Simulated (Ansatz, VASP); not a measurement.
HfB: VASP beside Ansatz

```xyz
2
Lattice="0.0000 2.3937 2.3937 2.2261 0.0000 2.3937 2.2261 2.3937 0.0000" Properties=species:S:1:pos:R:3 pbc="T T T"
Hf    2.2325    2.3937    2.3937
B    -0.1051    0.0000    0.0000
```

Change from the starting cell: mode 4 frozen in at -0.113 Å, normal strain along x -0.0700.

Alike in both runs: task single point; functional PBEsol; k mesh 16 × 16 × 16; occupations gaussian, width 0.15 eV; no spin polarisation.

|  | VASP | Ansatz |
| --- | --- | --- |
| version | VASP 6.6.1 | Ansatz 0.2.0 |
| potentials or method | VASP PAW PBE potentials, release 64 (Hf_pv, B), cutoff 520 eV | scalar-relativistic, plane waves, PAW |
| valence electrons in the cell | 13 | 29 |

Ansatz gave:

| Property | Result |
| --- | --- |
| gap on the k mesh at the Fermi level (eV) | none |
| pressure (GPa) | 17.8 |
| traceless stress, the component that is largest in VASP (GPa) | 25.83 |
| rms of the force components (eV/Å) | 1.099 |

**Question.** Estimate VASP's values.

**Answer.** gap on the k mesh at the Fermi level (eV): none; pressure (GPa): 18.7; traceless stress, the component that is largest in VASP (GPa): 26.31; rms of the force components (eV/Å): 1.113.

VASP's potentials were made for PBE, not for PBEsol. Atom by atom the forces differ by 0.013 eV/Å (rms over components). A gap of «none» marks a metal or a gap that the smearing closes. VASP's potentials hold 13 valence electrons a cell and Ansatz's 29, so a difference there can come from the potentials and not from the codes.

Spin-orbit coupling is off throughout.
